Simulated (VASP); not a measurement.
BeAl35N35 (a cell with a defect), 71 atoms in the cell. The cell holds a defect, 71 atoms: a = 9.389 Å, b = 9.389 Å, c = 10.035 Å, α = 90.00°, β = 90.00°, γ = 120.00°. 

| Item | Value |
| --- | --- |
| Program | VASP 6.6.1 |
| Task | single point |
| Functional | r2SCAN |
| Potentials or basis | VASP PAW PBE potentials, release 64 (Al, N, Be) |
| Cutoff | 580 eV |
| k mesh | 1 × 1 × 1, shifted |
| Occupations | fermi-dirac, width 0.01 eV |
| Spin | collinear spin |
| Fixed moment | 1 μB |
| Dipole correction | no |
| Charge | -1 |
| Further INCAR settings | LREAL = Auto; ALGO = Normal; EDIFF = 1e-06; NBANDS = 186; NELECT = 283.0 |

Potentials or basis: VASP PAW PBE potentials, release 64 (Al, N, Be).

The run is started by

```console
$ cat potpaw_PBE.64/Al/POTCAR potpaw_PBE.64/N/POTCAR potpaw_PBE.64/Be/POTCAR > POTCAR
$ cp INCAR.step1 INCAR
$ mpirun -np 4 vasp_std > vasp.out
$ cp INCAR.step2 INCAR
$ mpirun -np 4 vasp_std > vasp.out
```

Hardware: 4 MPI ranks on AMD EPYC 9R45 96-Core Processor (Zen 5) (shared host).

Problem. Estimate the wall time of this run.

Solution. It took 29 min on 4 MPI ranks on AMD EPYC 9R45 96-Core Processor (Zen 5), on a shared host, peak memory 0.71 GiB a rank. Counts: k points 6.
